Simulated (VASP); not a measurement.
A run of VASP 6.6.1 is set up as follows.

File INCAR:

```
  PREC = Accurate
  ENCUT = 520
  EDIFF = 1E-6
  ISMEAR = 0
  SIGMA = 0.1
  LREAL = False
  LASPH = True
  NELM = 150
  ALGO = Normal
  ISIF = 2
  LWAVE = False
  LCHARG = True
  ISPIN = 2
  MAGMOM = 0 0 0 1
  LORBIT = 11
  LMAXMIX = 4
  LDIPOL = True
  IDIPOL = 3
  DIPOL = 0.5 0.5 0.334
  GGA = PE
  LELF = True
  LVHAR = True
  LVACPOTAV = True
  NBANDS = 29
```

The input KPOINTS:

```
Automatic mesh
0
Gamma
  10 10 1
```

POSCAR

```
Ta3H
1.0
    2.8743098520      0.0000000000      0.0000000000
   -0.9581032840      2.7099253168      0.0000000000
    0.0000000000      0.0000000000     21.5266897253
Ta H
3 1
Direct
    0.5000000000      0.5000000000      0.1858158431
    0.0000000000      0.0000000000      0.2909732295
    0.5000000000      0.5000000000      0.3960985100
    0.5000000000      0.5000000000      0.4625276739
```

Potentials or basis: VASP PAW PBE potentials, release 64 (Ta_pv, H).

Run with:

```sh
$ cat potpaw_PBE.64/Ta_pv/POTCAR potpaw_PBE.64/H/POTCAR > POTCAR
$ mpirun -np 1 vasp_std > vasp.out
```

Problem. Predict the band gap on the k mesh.

Solution. Zero (filled and empty bands overlap).

Problem. Estimate the net moment.

Solution. 0.00 μB per cell.

Forces in eV/Å, atoms in the order of the input:
```
Ta   0.000  0.000  0.162
Ta   0.000  0.000 -0.993
Ta   0.000  0.000 -7.722
H    0.000  0.000  8.553
```

Caveat: spin-orbit coupling is left out, which moves the levels of the heavy elements.
